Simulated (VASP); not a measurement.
## AlNi3: single point with r2SCAN

The system is AlNi3.

```
Al Ni
1.0
     3.52615    0.00000    0.00000
     0.00000    3.52615    0.00000
     0.00000    0.00000    3.52615
Al Ni
1 3
Direct
  0.00000 0.00000 0.00000
  0.00000 0.50000 0.50000
  0.50000 0.00000 0.50000
  0.50000 0.50000 0.00000
```

```
Program                : VASP 6.6.1
Task                   : single point
Functional             : r2SCAN
Potentials or basis    : VASP PAW PBE potentials, release 64 (Al, Ni)
Cutoff                 : 520 eV
k mesh                 : 12 × 12 × 12
Occupations            : gaussian, width 0.1 eV
Spin                   : collinear spin, ferromagnetic start
Starting moments       : [0.0, 0.4, 0.4, 0.4] μB
Dipole correction      : no
Further INCAR settings : ALGO = Normal; EDIFF = 1e-07; NBANDS = 28
```

```
Pressure                                              : 0.1 GPa
Net moment                                            : 0.88 μB per cell
Site moments                                          : Al -0.02; Ni +0.33 μB
Valence electrons inside the program's atomic spheres : Al 0.83; Ni 9.48
```

Levels at points of the mesh, in eV from the Fermi level:
Spin up:
| k point | band 13 | band 14 | band 15 | band 16 | band 17 | band 18 | band 19 | band 20 | band 21 | band 22 |
| --- | --- | --- | --- | --- | --- | --- | --- | --- | --- | --- |
| (0.00, 0.00, 0.00) | -0.52 | -0.41 | -0.41 | -0.41 | 0.87 | 0.87 | 0.87 | 6.80 | 6.80 | 7.93 |
| (0.50, 0.00, 0.00) | -1.56 | -1.48 | -1.34 | -0.80 | -0.41 | 5.79 | 5.79 | 5.82 | 5.82 | 6.60 |
| (0.50, 0.50, 0.00) | -1.63 | -1.47 | -1.35 | -1.26 | -0.81 | 0.64 | 0.64 | 8.54 | 8.54 | 8.67 |
| (0.50, 0.50, 0.50) | -1.63 | -1.36 | -1.36 | -0.56 | -0.56 | -0.56 | -0.31 | 3.72 | 4.16 | 4.16 |
Spin down:
```csv
k point,band 12,band 13,band 14,band 15,band 16,band 17,band 18,band 19,band 20,band 21
"(0.00, 0.00, 0.00)",-0.65,-0.03,0.49,0.49,0.49,0.70,0.70,0.70,6.96,6.96
"(0.50, 0.00, 0.00)",-1.33,-0.98,-0.96,-0.96,-0.53,0.49,5.84,5.84,5.87,5.87
"(0.50, 0.50, 0.00)",-1.39,-1.38,-1.28,-0.95,-0.60,-0.51,1.20,1.20,8.58,8.58
"(0.50, 0.50, 0.50)",-1.47,-1.47,-1.07,-1.07,-0.45,0.18,0.18,0.18,3.87,4.54
```

It took 12 min on 1 thread of Intel(R) Xeon(R) Platinum 8259CL CPU @ 2.50GHz (Skylake/Cascade Lake), on a shared host, peak memory 0.28 GiB.

Caveat: the PAW data sets were made with another functional, which shifts forces and pressure a little.
